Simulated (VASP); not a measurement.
Set up this calculation in VASP 6.6.1, as the native input.

* Task: relaxation of shape and atoms at fixed volume
* Functional: PBE
* Dispersion: D3(BJ)
* Potentials or basis: VASP PAW PBE potentials, release 64 (Ga_d, Sb)
* Cutoff: 600 eV
* k mesh: 14 × 14 × 14
* Occupations: gaussian, width 0.1 eV
* Spin: no spin polarisation
* Dipole correction: no
* Further INCAR settings: ALGO = Fast; EDIFF = 1e-06; IBRION = 2; EDIFFG = -0.01; NSW = 50; ISIF = 4

The structure of Ga3Sb lies in POSCAR:

```
Ga3Sb
1.0
   -2.3189650101      2.3189650101      4.2686669768
    2.3189650101     -2.3189650101      4.2686669768
    2.3189650101      2.3189650101     -4.2686669768
Ga Sb
3 1
Direct
    0.7500000000      0.2500000000      0.5000000000
    0.2500000000      0.7500000000      0.5000000000
    0.5000000000      0.5000000000      0.0000000000
    0.0000000000      0.0000000000      0.0000000000
```

These files were run (other wordings do the same):

INCAR

```
SYSTEM = Ga3Sb
  PREC = Accurate
  ENCUT = 600
  EDIFF = 1E-6
  ISMEAR = 0
  SIGMA = 0.1
  LREAL = .FALSE.
  LASPH = .TRUE.
  NELM = 100
  ALGO = Fast
  ISIF = 4
  LWAVE = .FALSE.
  LCHARG = .FALSE.
  GGA = PE
  IVDW = 12
  IBRION = 2
  NSW = 50
  EDIFFG = -0.01
```

KPOINTS

```
regular mesh
0
G
  14 14 14
  0 0 0
```

Potentials or basis: VASP PAW PBE potentials, release 64 (Ga_d, Sb).

Run with:

```console
$ cat potpaw_PBE.64/Ga_d/POTCAR potpaw_PBE.64/Sb/POTCAR > POTCAR
$ mpirun -np 1 vasp_std > vasp.out
```

Results of the run:

```yaml
Pressure_after_relaxing: -4.0 GPa
Band_gap_on_the_k_mesh: zero (bands 22 and 23 overlap by 4.10 eV)
Dispersion_energy_per_atom: -0.324 eV
```

Caveat: the relaxation stopped at its first step, so nothing moved; spin-orbit coupling is left out, which moves the levels of the heavy elements.

Wall time 30 min on 1 thread of Oxide Virtual Turin-like Processor (shared host), peak memory 0.76 GiB.
